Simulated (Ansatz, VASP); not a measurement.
**Be in VASP and in Ansatz**

```
Be
1.0
     0.00000    1.83348    1.83348
     1.83348    0.00000    1.83348
     1.83348    1.83348    0.00000
Be
1
Direct
  0.00000 0.00000 0.00000
```

Alike in both runs: task relaxation of cell and atoms; functional PBEsol; k mesh 10 × 10 × 10; occupations gaussian, width 0.1 eV; no spin polarisation.

|  | VASP | Ansatz |
| --- | --- | --- |
| version | VASP 6.6.1 | Ansatz 0.2.0 |
| potentials or method | VASP PAW PBE potentials, release 64 (Be), cutoff 600 eV | scalar-relativistic, plane waves, PAW |
| valence electrons in the cell | 2 | 2 |

VASP gave:

| Property | Result |
| --- | --- |
| gap on the k mesh at the Fermi level, each at its own relaxed structure (eV) | 0.44 |
| relaxed volume (Å³/atom) | 7.74 |
| relaxed length of the cell vector where the two differ most in proportion (Å) | 2.221 |

**Question.** Which values does Ansatz return?

**Answer.** gap on the k mesh at the Fermi level, each at its own relaxed structure (eV): 0.41; relaxed volume (Å³/atom): 7.79; relaxed length of the cell vector where the two differ most in proportion (Å): 2.225.

VASP's potentials were made for PBE, not for PBEsol.

Noted on VASP's run: the volume moved by over 15 % at a fixed basis, so the end points are rough.
